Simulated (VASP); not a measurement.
# MnO in VASP: notebook

The runs below take MnO through single point, with PBE+U.

All numbers are computed with VASP 6.6.1; they aren't measurements. Logs are shortened: lines on timing, memory, paths and dates and some standing lists are left out, and cuts for length are marked.

## Step 1: The cell of the first run

It takes space group R-3m (No. 166, trigonal). Conventional cell: a = 3.210 Å, b = 3.210 Å, c = 7.709 Å, α = 90.00°, β = 90.00°, γ = 120.00°. Mn (site symmetry -3m) has 6 O at 2.25 Å within 3.0 Å. Within 3.0 Å of O (site symmetry -3m) lie 6 Mn at 2.25 Å.

## Step 2: Single point, PBE+U, collinear spin, antiferromagnetic start

The input, INCAR:

```
SYSTEM = MnO
ALGO     = Normal         ! electronic algorithm
EDIFF    = 1E-7           ! SCF threshold, eV
ENCUT    = 520            ! plane-wave cutoff, eV
GGA      = PE             ! functional
ISIF     = 2              ! what is computed and relaxed
ISMEAR   = 0              ! smearing method
ISPIN    = 2              ! spin polarisation
LASPH    = .True.         ! aspherical terms in the spheres
LCHARG   = .False.        ! write CHGCAR
LDAU     = .True.         ! DFT+U
LDAUJ    = 0 0          
LDAUL    = 2 -1           ! shell
LDAUPRINT= 1            
LDAUTYPE = 2            
LDAUU    = 6 0            ! U, eV
LMAXMIX  = 4              ! l up to which the mixer works
LORBIT   = 11             ! projections on sites
LREAL    = .False.        ! projectors in reciprocal space
LWAVE    = .False.        ! write WAVECAR
MAGMOM   = 4.7 -4.7 0 0   ! initial moments
NBANDS   = 31             ! bands
NELM     = 150            ! most SCF steps
PREC     = Accurate       ! precision mode
SIGMA    = 0.05           ! smearing width, eV
```

The input, KPOINTS:

```
k-points
0
Gamma
  12 12 6
  0 0 0
```

The input, POSCAR:

```
MnO
1.0
    0.0000000000      2.2695972285      2.2695972285
    2.2695972285      0.0000000000      2.2695972285
    4.4801717668      4.4801717668      0.0590226902
Mn O
2 2
Direct
    0.0000000000      0.0000000000      0.0000000000
    0.0000000000      0.0000000000      0.5000000000
    0.5000000006      0.5000000006      0.2499999991
    0.4999999994      0.4999999994      0.7500000009
```

Potentials or basis: VASP PAW PBE potentials, release 64 (Mn_pv, O).

Launch:

```sh
cat potpaw_PBE.64/Mn_pv/POTCAR potpaw_PBE.64/O/POTCAR > POTCAR
mpirun -np 1 vasp_std > vasp.out
```

OUTCAR:

```text
SYSTEM = MnO
   EDIFF = 1E-7
   ENCUT = 520
   GGA = PE
   ISIF = 2
   ISMEAR = 0
   ISPIN = 2
   LASPH = .True.
   LORBIT = 11
   LREAL = .False.
   NELM = 150
   PREC = Accurate

 ion  position               nearest neighbor table
   1  0.000  0.000  0.000-   3 2.25   3 2.25   4 2.25   4 2.25   3 2.25   4 2.25   2 3.17   2 3.17
                             2 3.17   2 3.17   2 3.17   2 3.17
   2  0.000  0.000  0.500-   3 2.25   4 2.25   3 2.25   4 2.25   4 2.25   3 2.25   1 3.17   1 3.17
                             1 3.17   1 3.17   1 3.17   1 3.17
   3  0.500  0.500  0.250-   1 2.25   1 2.25   1 2.25   2 2.25   2 2.25   2 2.25
   4  0.500  0.500  0.750-   1 2.25   1 2.25   1 2.25   2 2.25   2 2.25   2 2.25

  LATTYP: Found a trigonal (rhomboedric) cell.
 ALAT       =     5.4630777625
 COS(alpha) =     0.8274071421

  Lattice vectors:

 A1 = (   4.4801717668,   2.2105745383,  -2.2105745383)
 A2 = (   2.2105745383,   2.2105745383,  -4.4801717668)
 A3 = (   2.2105745383,   4.4801717668,  -2.2105745383)

Analysis of symmetry for initial positions (statically):
=====================================================================
 Subroutine PRICEL returns following result:

  LATTYP: Found a trigonal (rhomboedric) cell.
 ALAT       =     3.1680972917
 COS(alpha) =     0.4867835545
[... 12 lines left out ...]
 Subroutine GETGRP returns: Found 12 space group operations
 (whereof 12 operations were pure point group operations)
 out of a pool of 12 trial point group operations.

The static configuration has the point symmetry D_3d.

Analysis of symmetry for dynamics (positions and initial velocities):
=====================================================================
 Subroutine PRICEL returns following result:

  LATTYP: Found a trigonal (rhomboedric) cell.
 ALAT       =     3.1680972917
 COS(alpha) =     0.4867835545
[... 12 lines left out ...]
 Subroutine GETGRP returns: Found 12 space group operations
 (whereof 12 operations were pure point group operations)
 out of a pool of 12 trial point group operations.

The dynamic configuration has the point symmetry D_3d.

Analysis of structural, dynamic, and magnetic symmetry:
=====================================================================
 Subroutine PRICEL returns following result:

  LATTYP: Found a trigonal (rhomboedric) cell.
 ALAT       =     3.1680972917
 COS(alpha) =     0.4867835545
[... 12 lines left out ...]
 Subroutine GETGRP returns: Found 12 space group operations
 (whereof 12 operations were pure point group operations)
 out of a pool of 12 trial point group operations.

The overall configuration has the point symmetry D_3d.

 Subroutine INISYM returns: Found 12 space group operations
 (whereof 12 operations are pure point group operations),
 and found     2 'primitive' translations

----------------------------------------------------------------------------------------

                                     Primitive cell

  volume of cell :      22.9257

  direct lattice vectors                    reciprocal lattice vectors
     2.240085883 -0.029511345 -2.240085883     0.221764189 -0.218842623 -0.221764189
    -0.029511345  2.240085883 -2.240085883    -0.218842623  0.221764189 -0.221764189
     2.240085883  2.240085883  0.029511345     0.221764189  0.221764189  0.218842623

  length of vectors
[... 135 lines left out ...]
  0.0001 -0.0001  0.0000  0.9438  0.0001
 -0.0000 -0.0001  0.0000  0.0001  0.9790

spin component  2

  0.0155  0.0001  0.0012  0.0001  0.0000
  0.0001  0.0155  0.0006 -0.0001 -0.0010
  0.0012  0.0006  0.0622  0.0006 -0.0000
  0.0001 -0.0001  0.0006  0.0155  0.0010
  0.0000 -0.0010 -0.0000  0.0010  0.0622

 occupancies and eigenvectors

  o =  0.0153  v =  0.0000  0.0000  0.0000  0.0000  0.0000  0.5774 -0.5774 -0.0000 -0.5774 -0.0000      0.0000  0.0000  0.0000  0.0000  0.0000  0.0000  0.0000  0.0000  0.0000  0.0000
  o =  0.0156  v =  0.0000  0.0000  0.0000  0.0000  0.0000  0.6451  0.7554 -0.0247 -0.1103  0.0191      0.0000  0.0000  0.0000  0.0000  0.0000  0.0000  0.0000  0.0000  0.0000  0.0000
  o =  0.0156  v =  0.0000  0.0000  0.0000  0.0000  0.0000  0.4998 -0.3088 -0.0191  0.8086 -0.0247      0.0000  0.0000  0.0000  0.0000  0.0000  0.0000  0.0000  0.0000  0.0000  0.0000
  o =  0.0623  v =  0.0000  0.0000  0.0000  0.0000  0.0000 -0.0024  0.0207 -0.0952 -0.0232 -0.9950      0.0000  0.0000  0.0000  0.0000  0.0000  0.0000  0.0000  0.0000  0.0000  0.0000
  o =  0.0623  v =  0.0000  0.0000  0.0000  0.0000  0.0000  0.0254  0.0148  0.9950  0.0106 -0.0952      0.0000  0.0000  0.0000  0.0000  0.0000  0.0000  0.0000  0.0000  0.0000  0.0000
  o =  0.9436  v =  0.5774 -0.5774  0.0000 -0.5774  0.0000  0.0000  0.0000  0.0000  0.0000  0.0000      0.0000  0.0000  0.0000  0.0000  0.0000  0.0000  0.0000  0.0000  0.0000  0.0000
[... 8 lines left out ...]

spin component  1

  0.0155  0.0001  0.0012  0.0001  0.0000
  0.0001  0.0155  0.0006 -0.0001 -0.0010
  0.0012  0.0006  0.0622  0.0006  0.0000
  0.0001 -0.0001  0.0006  0.0155  0.0010
  0.0000 -0.0010  0.0000  0.0010  0.0622

spin component  2

  0.9438  0.0001  0.0001  0.0001 -0.0000
  0.0001  0.9438  0.0000 -0.0001 -0.0001
  0.0001  0.0000  0.9790  0.0000 -0.0000
  0.0001 -0.0001  0.0000  0.9438  0.0001
 -0.0000 -0.0001 -0.0000  0.0001  0.9790

 occupancies and eigenvectors

  o =  0.0153  v =  0.5774 -0.5774  0.0000 -0.5774 -0.0000  0.0000  0.0000  0.0000  0.0000  0.0000      0.0000  0.0000  0.0000  0.0000  0.0000  0.0000  0.0000  0.0000  0.0000  0.0000
  o =  0.0156  v =  0.2330  0.7938 -0.0089 -0.5609  0.0299  0.0000  0.0000  0.0000  0.0000  0.0000      0.0000  0.0000  0.0000  0.0000  0.0000  0.0000  0.0000  0.0000  0.0000  0.0000
  o =  0.0156  v = -0.7821 -0.1893  0.0299 -0.5928  0.0089  0.0000  0.0000  0.0000  0.0000  0.0000      0.0000  0.0000  0.0000  0.0000  0.0000  0.0000  0.0000  0.0000  0.0000  0.0000
  o =  0.0623  v =  0.0014  0.0227  0.0558 -0.0213 -0.9980  0.0000  0.0000  0.0000  0.0000  0.0000      0.0000  0.0000  0.0000  0.0000  0.0000  0.0000  0.0000  0.0000  0.0000  0.0000
  o =  0.0623  v = -0.0254 -0.0115 -0.9980 -0.0139 -0.0558  0.0000  0.0000  0.0000  0.0000  0.0000      0.0000  0.0000  0.0000  0.0000  0.0000  0.0000  0.0000  0.0000  0.0000  0.0000
  o =  0.9436  v =  0.0000  0.0000  0.0000  0.0000  0.0000 -0.5774  0.5774 -0.0000  0.5774 -0.0000      0.0000  0.0000  0.0000  0.0000  0.0000  0.0000  0.0000  0.0000  0.0000  0.0000
  o =  0.9440  v =  0.0000  0.0000  0.0000  0.0000  0.0000  0.6570 -0.0913 -0.0021  0.7483 -0.0016      0.0000  0.0000  0.0000  0.0000  0.0000  0.0000  0.0000  0.0000  0.0000  0.0000
  o =  0.9440  v =  0.0000  0.0000  0.0000  0.0000  0.0000  0.4848  0.8114 -0.0016 -0.3266  0.0021      0.0000  0.0000  0.0000  0.0000  0.0000  0.0000  0.0000  0.0000  0.0000  0.0000
  o =  0.9790  v =  0.0000  0.0000  0.0000  0.0000  0.0000  0.0000 -0.0019  0.0000  0.0019  1.0000      0.0000  0.0000  0.0000  0.0000  0.0000  0.0000  0.0000  0.0000  0.0000  0.0000
  o =  0.9790  v =  0.0000  0.0000  0.0000  0.0000  0.0000 -0.0022 -0.0011 -1.0000 -0.0011  0.0000      0.0000  0.0000  0.0000  0.0000  0.0000  0.0000  0.0000  0.0000  0.0000  0.0000

 number of electron      38.0000000 magnetization      -0.0000000

 Free energy of the ion-electron system (eV)
  ---------------------------------------------------
  ext. energy  EPLUGINS =         0.00000000
  ---------------------------------------------------
  free energy    TOTEN  =       -30.27504085 eV

  energy without entropy =      -30.27504085  energy(sigma->0) =      -30.27504085

 E-fermi :   5.4027     XC(G=0): -11.5585

 val. band max:        5.1626534346   @ k =   0.0000   0.0000   0.5000
 cond. band min:       7.0922036798   @ k =   0.0000   0.0000   0.0000
 fundamental gap:      1.9295502452
 Fermi energy:         5.4027260471

 spin component 1

 k-point     1 :       0.0000    0.0000    0.0000
  band No.  band energies     occupation
      1     -43.4505      1.00000
      2     -43.4102      1.00000
      3     -43.4102      1.00000
      4     -38.4601      1.00000
      5     -38.4177      1.00000
      6     -38.4177      1.00000
[... 1625 lines left out ...]
     30      18.1326      0.00000
     31      19.9916      0.00000

 [... further k-points ...]
[... 5 lines left out ...]
  --------------------------------------------------------------------------------------
  -------------------------------------------------------------------------------------
  Total        0.0753529      0.0753529      0.0753529      0.0634245     -0.0634245     -0.0634245
  in kB        2.6330480      2.6330480      2.6330480      2.2162330     -2.2162330     -2.2162330
  external PRESSURE =       2.6330480 kB  Pullay stress =       0.0000000 kB

 VOLUME and BASIS-vectors are now :
 -----------------------------------------------------------------------------
  energy-cutoff  :      520.00
  volume of cell :       45.85
      direct lattice vectors                 reciprocal lattice vectors
     0.000000000  2.269597228  2.269597228    -0.221764189  0.218842623  0.221764189
     2.269597228  0.000000000  2.269597228     0.218842623 -0.221764189  0.221764189
     4.480171767  4.480171767  0.059022690     0.112342878  0.112342878 -0.112342878

 POSITION                                       TOTAL-FORCE (eV/Angst)
 -----------------------------------------------------------------------------------
      0.00000      0.00000      0.00000        -0.000000     -0.000000     -0.000000
      2.24009      2.24009      0.02951        -0.000000     -0.000000     -0.000000
      2.25484      2.25484      2.28435         0.000000      0.000000      0.000000
      4.49493      4.49493      2.31386        -0.000000     -0.000000     -0.000000
 -----------------------------------------------------------------------------------
    total drift:                                0.000000      0.000000      0.000000

  FREE ENERGIE OF THE ION-ELECTRON SYSTEM (eV)
  ---------------------------------------------------
  free  energy   TOTEN  =       -30.2750408513 eV

  energy  without entropy=      -30.2750408513  energy(sigma->0) =      -30.27504085

 total charge

# of ion       s       p       d       tot
------------------------------------------
    1        0.200   6.170   4.942  11.312
    2        0.200   6.170   4.942  11.312
    3        1.553   3.442   0.000   4.995
    4        1.553   3.442   0.000   4.995
--------------------------------------------------
tot          3.507  19.224   9.883  32.614

 magnetization (x)

# of ion       s       p       d       tot
------------------------------------------
    1        0.023   0.022   4.608   4.654
    2       -0.023  -0.022  -4.608  -4.654
    3        0.000   0.000   0.000   0.000
    4        0.000   0.000   0.000   0.000
--------------------------------------------------
tot          0.000   0.000   0.000   0.000
```

It took 7.3 min on 1 thread of Oxide Virtual Turin-like, shared host; peak memory 0.29 GiB.

What came out:

```
Free energy                                           : -30.2750 eV
Pressure                                              : 0.3 GPa
Band gap on the k mesh                                : 1.93 eV
Net moment                                            : 0.00 μB per cell
Site moments                                          : Mn +4.65, -4.65; O +0.00 μB
Valence electrons inside the program's atomic spheres : Mn 11.31; O 5.00
```

Stress tensor (GPa, compression positive):
```
 0.26  0.22 -0.22
 0.22  0.26 -0.22
-0.22 -0.22  0.26
```

Eigenvalues of the final occupation matrices:
| site | spin | trace | eigenvalues |
| --- | --- | --- | --- |
| site 1 d | 1 | 4.79 | 0.94 0.94 0.94 0.98 0.98 |
| site 1 d | 2 | 0.17 | 0.02 0.02 0.02 0.06 0.06 |
| site 2 d | 1 | 0.17 | 0.02 0.02 0.02 0.06 0.06 |
| site 2 d | 2 | 4.79 | 0.94 0.94 0.94 0.98 0.98 |

## Step 3: Single point, PBE+U, collinear spin, antiferromagnetic start

The input, INCAR:

```
SYSTEM = MnO
ALGO = Normal ; EDIFF = 1E-7
ENCUT = 520 ; GGA = PE
ISIF = 2 ; ISMEAR = 0
ISPIN = 2 ; LASPH = .True.
LCHARG = .False. ; LDAU = .True.
LDAUJ = 0 0 ; LDAUL = 2 -1
LDAUPRINT = 1 ; LDAUTYPE = 2
LDAUU = 3.9 0 ; LMAXMIX = 4
LORBIT = 11 ; LREAL = .False.
LWAVE = .False. ; MAGMOM = 4.7 -4.7 0 0
NBANDS = 31 ; NELM = 150
PREC = Accurate ; SIGMA = 0.05
```

KPOINTS is that of step 2.

The input, POSCAR:

```
MnO
1.0
    0.0000000000      2.2707678278      2.2707678278
    2.2707678278      0.0000000000      2.2707678278
    4.4824825230      4.4824825230      0.0590531325
Mn O
2 2
Direct
    0.0000000000      0.0000000000      0.0000000000
    0.0000000000      0.0000000000      0.5000000000
    0.5000000006      0.5000000006      0.2499999991
    0.4999999994      0.4999999994      0.7500000009
```

Potentials or basis: VASP PAW PBE potentials, release 64 (Mn_pv, O).

Launch:

```sh
cat potpaw_PBE.64/Mn_pv/POTCAR potpaw_PBE.64/O/POTCAR > POTCAR
mpirun -np 1 vasp_std > vasp.out
```

Wall time 3.7 min (1 thread of Oxide Virtual Turin-like, shared host); peak memory 0.28 GiB.

It converged, with:

- Free energy: -31.1004 eV
- Pressure: -1.7 GPa
- Band gap on the k mesh: 1.62 eV
- Net moment: 0.00 μB per cell
- Site moments: Mn +4.58, -4.58; O +0.00 μB
- Valence electrons inside the program's atomic spheres: Mn 11.31; O 4.99

Levels at points of the mesh, in eV from the valence-band top:
Spin up:
| k point | band 17 | band 18 | band 19 | band 20 | band 21 | band 22 |
| --- | --- | --- | --- | --- | --- | --- |
| (0.00, 0.00, 0.00) | -1.46 | -0.56 | -0.56 | 1.62 | 4.75 | 4.81 |
| (0.50, 0.00, 0.00) | -2.00 | -0.36 | -0.28 | 3.90 | 5.52 | 5.56 |
| (0.00, 0.00, 0.50) | -2.08 | 0.00 | 0.00 | 3.84 | 3.99 | 4.75 |
| (0.50, 0.00, 0.50) | -1.83 | -0.57 | -0.26 | 3.70 | 5.33 | 5.65 |
Spin down:
| k point | band 15 | band 16 | band 17 | band 18 | band 19 | band 20 | band 21 | band 22 | band 23 | band 24 |
| --- | --- | --- | --- | --- | --- | --- | --- | --- | --- | --- |
| (0.00, 0.00, 0.00) | -1.58 | -1.58 | -1.46 | -0.56 | -0.56 | 1.62 | 4.75 | 4.81 | 4.81 | 5.45 |
| (0.50, 0.00, 0.00) | -2.47 | -2.37 | -2.00 | -0.36 | -0.28 | 3.90 | 5.52 | 5.56 | 5.67 | 5.89 |
| (0.00, 0.00, 0.50) | -2.21 | -2.21 | -2.08 | 0.00 | 0.00 | 3.84 | 3.99 | 4.75 | 4.75 | 4.93 |
| (0.50, 0.00, 0.50) | -2.66 | -2.37 | -1.83 | -0.57 | -0.26 | 3.70 | 5.33 | 5.65 | 5.69 | 5.90 |

Eigenvalues of the final occupation matrices:
```csv
site,spin,trace,eigenvalues
site 1 d,1,4.75,0.94 0.94 0.94 0.97 0.97
site 1 d,2,0.21,0.02 0.02 0.02 0.07 0.07
site 2 d,1,0.21,0.02 0.02 0.02 0.07 0.07
site 2 d,2,4.75,0.94 0.94 0.94 0.97 0.97
```

## Step 4: Single point, PBE+U, collinear spin, antiferromagnetic start

This run uses another cell than the first one, of 11.64 Å³/atom, 1.016 times its volume.

The input, INCAR:

```
SYSTEM = MnO
ALGO     = Normal         ! electronic algorithm
EDIFF    = 1E-6           ! SCF threshold, eV
ENCUT    = 520            ! plane-wave cutoff, eV
GGA      = PE             ! functional
ISIF     = 2              ! what is computed and relaxed
ISMEAR   = 0              ! smearing method
ISPIN    = 2              ! spin polarisation
LASPH    = .TRUE.         ! aspherical terms in the spheres
LCHARG   = .FALSE.        ! write CHGCAR
LDAU     = .TRUE.         ! DFT+U
LDAUJ    = 0 0          
LDAUL    = 2 -1           ! shell
LDAUPRINT= 1            
LDAUTYPE = 2            
LDAUU    = 3.9 0          ! U, eV
LMAXMIX  = 4              ! l up to which the mixer works
LORBIT   = 11             ! projections on sites
LREAL    = .FALSE.        ! projectors in reciprocal space
LWAVE    = .FALSE.        ! write WAVECAR
MAGMOM   = 5 -5 0 0       ! initial moments
NBANDS   = 31             ! bands
NELM     = 150            ! most SCF steps
PREC     = Accurate       ! precision mode
SIGMA    = 0.05           ! smearing width, eV
```

The input, KPOINTS:

```
k-points
0
G
  12 12 6
  0 0 0
```

The input, POSCAR:

```
MnO
1.0
    0.0000000000      2.2664570858      2.2664570858
    2.2664570858      0.0000000000      2.2664570858
    4.5329141716      4.5329141716      0.0000000000
Mn O
2 2
Direct
    0.0000000000      0.0000000000      0.0000000000
    0.0000000000      0.0000000000      0.5000000000
    0.5000000000      0.5000000000      0.2500000000
    0.5000000000      0.5000000000      0.7500000000
```

Launch:

```sh
cat potpaw_PBE.64/Mn_pv/POTCAR potpaw_PBE.64/O/POTCAR > POTCAR
mpirun -np 1 vasp_std > vasp.out
```

Run time: 3.7 min. Hardware: 1 thread of Oxide Virtual Turin-like, shared host; peak memory 0.29 GiB.

The run converged. Its results:

```
Free energy                                           : -31.0859 eV
Pressure                                              : -3.4 GPa
Band gap on the k mesh                                : 1.57 eV
Net moment                                            : 0.00 μB per cell
Site moments                                          : Mn +4.58, -4.58; O +0.00 μB
Valence electrons inside the program's atomic spheres : Mn 11.29; O 4.98
```

Stress tensor (GPa, compression positive):
```
-3.43 -0.88  0.88
-0.88 -3.43  0.88
 0.88  0.88 -3.43
```

Levels at points of the mesh, in eV from the valence-band top:
Spin up:
| k point | band 15 | band 16 | band 17 | band 18 | band 19 | band 20 | band 21 | band 22 | band 23 | band 24 |
| --- | --- | --- | --- | --- | --- | --- | --- | --- | --- | --- |
| (0.00, 0.00, 0.00) | -1.48 | -1.48 | -1.48 | -0.54 | -0.54 | 1.57 | 4.71 | 4.83 | 4.83 | 5.51 |
| (0.50, 0.00, 0.00) | -2.46 | -2.36 | -1.98 | -0.35 | -0.28 | 3.88 | 5.51 | 5.57 | 5.70 | 5.88 |
| (0.00, 0.00, 0.50) | -2.07 | -2.07 | -2.07 | 0.00 | 0.00 | 3.90 | 3.92 | 4.78 | 4.78 | 4.83 |
| (0.50, 0.00, 0.50) | -2.53 | -2.36 | -1.80 | -0.57 | -0.25 | 3.71 | 5.33 | 5.69 | 5.69 | 5.89 |
Spin down:
| k point | band 17 | band 18 | band 19 | band 20 | band 21 | band 22 |
| --- | --- | --- | --- | --- | --- | --- |
| (0.00, 0.00, 0.00) | -1.48 | -0.54 | -0.54 | 1.57 | 4.71 | 4.83 |
| (0.50, 0.00, 0.00) | -1.98 | -0.35 | -0.28 | 3.88 | 5.51 | 5.57 |
| (0.00, 0.00, 0.50) | -2.07 | 0.00 | 0.00 | 3.90 | 3.92 | 4.78 |
| (0.50, 0.00, 0.50) | -1.80 | -0.57 | -0.25 | 3.71 | 5.33 | 5.69 |

Eigenvalues of the final occupation matrices:
```csv
site,spin,trace,eigenvalues
site 1 d,1,4.75,0.94 0.94 0.94 0.97 0.97
site 1 d,2,0.20,0.02 0.02 0.02 0.07 0.07
site 2 d,1,0.20,0.02 0.02 0.02 0.07 0.07
site 2 d,2,4.75,0.94 0.94 0.94 0.97 0.97
```

A k mesh can miss the band edges. The state reached can hang on the start; a lower one may exist.

## Step 5: Overview

```tsv
U	cell	gap on the mesh (eV)	pressure (GPa)	moment (μB)
Mn d U = 6.0 eV	a = 3.210, b = 3.210, c = 6.336 Å, angles 59.6, 59.6, 60.0°, 4 atoms	1.93	0.3	0.00
Mn d U = 3.9 eV	a = 3.211, b = 3.211, c = 6.339 Å, angles 59.6, 59.6, 60.0°, 4 atoms	1.62	-1.7	0.00
Mn d U = 3.9 eV	a = 3.205, b = 3.205, c = 6.411 Å, angles 60.0°, 4 atoms	1.57	-3.4	0.00
```

Alike in all rows: task single point; level PBE+U; potentials or basis VASP PAW PBE potentials, release 64 (Mn_pv, O); spin collinear, antiferromagnetic start; k mesh 12 × 12 × 6; cutoff (eV) 520; smearing gaussian 0.05 eV.

Absolute energies hang on the potentials; compare differences alone.
